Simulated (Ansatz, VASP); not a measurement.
**Two plane-wave programs on SrAl2O2**

The input INCAR:

```
PREC = Accurate
ENCUT = 520
EDIFF = 1E-6
ISMEAR = 0
SIGMA = 0.1
LREAL = F
LASPH = T
NELM = 150
ALGO = Normal
ISIF = 2
LWAVE = F
LCHARG = F
ISPIN = 2
MAGMOM = 0 0 0 1 1
LORBIT = 11
GGA = PE
NBANDS = 26
```

File KPOINTS:

```
regular mesh
0
Gamma
  4 4 4
```

The input POSCAR:

```
SrAl2O2
1.0
    4.0866839655      0.0000000000      0.0000000000
    0.0000000000      4.0866839655      0.0000000000
    0.0000000000      0.0000000000      4.7103610708
Sr Al O
1 2 2
Direct
    0.0000000000      0.0000000000      0.0000000000
    0.5000000000      0.5000000000      0.2601723815
    0.5000000000      0.5000000000      0.7398276185
    0.0000000000      0.5000000000      0.5000000000
    0.5000000000      0.0000000000      0.5000000000
```

Input for Ansatz:

```yaml
crystal:
  lattice:
    - [4.0866839655, 0.0, 0.0]
    - [0.0, 4.0866839655, 0.0]
    - [0.0, 0.0, 4.7103610708]
  atoms:
    - { symbol: Sr, position: [0.0, 0.0, 0.0] }
    - { symbol: Al, position: [0.5, 0.5, 0.2601723815] }
    - { symbol: Al, position: [0.5, 0.5, 0.7398276185] }
    - { symbol: O, position: [0.0, 0.5, 0.5], spin: 1.0 }
    - { symbol: O, position: [0.5, 0.0, 0.5], spin: 1.0 }
basis:
  ecutwfc: 420
kpoints:
  mp_grid: { grid: [4, 4, 4] }
hamiltonian:
  xc: pbe
scf:
  occupations: { method: gaussian, width: 0.1 }
  lower_state_search: "off"
output:
  forces: true
  stress: true
  eigenvalues: true
  populations: true
magnetization:
  spin_polarized: true
```

Change from the starting cell: species swapped into the CeMg2Si2 type (P4/mmm, No. 123).

Alike in both runs: task single point; functional PBE; k mesh 4 × 4 × 4; occupations gaussian, width 0.1 eV; collinear spin.

|  | VASP | Ansatz |
| --- | --- | --- |
| version | VASP 6.6.1 | Ansatz 0.2.0 |
| potentials or method | VASP PAW PBE potentials, release 64 (Sr_sv, Al, O), cutoff 520 eV | scalar-relativistic, plane waves, PAW |
| valence electrons in the cell | 28 | 28 |

```tsv
	VASP	Ansatz	Ansatz less VASP
gap on the k mesh at the Fermi level (eV)	none	none	-
pressure (GPa)	0.0	-0.1	-0.07
traceless stress, the component that is largest in VASP (GPa)	-0.27	-0.18	+0.091
rms of the force components (eV/Å)	0.009	0.003	-0.0059
net moment per atom (μB)	0.00	0.00	-0.001
```

Atom by atom the forces differ by 0.006 eV/Å (rms over components). A gap of «none» marks a metal or a gap that the smearing closes. The functional is the same, so the differences come from potentials, cutoffs and numerics. Ansatz's warnings: seeded moment not kept.

The k mesh is coarse, so the values compare programs but aren't converged.
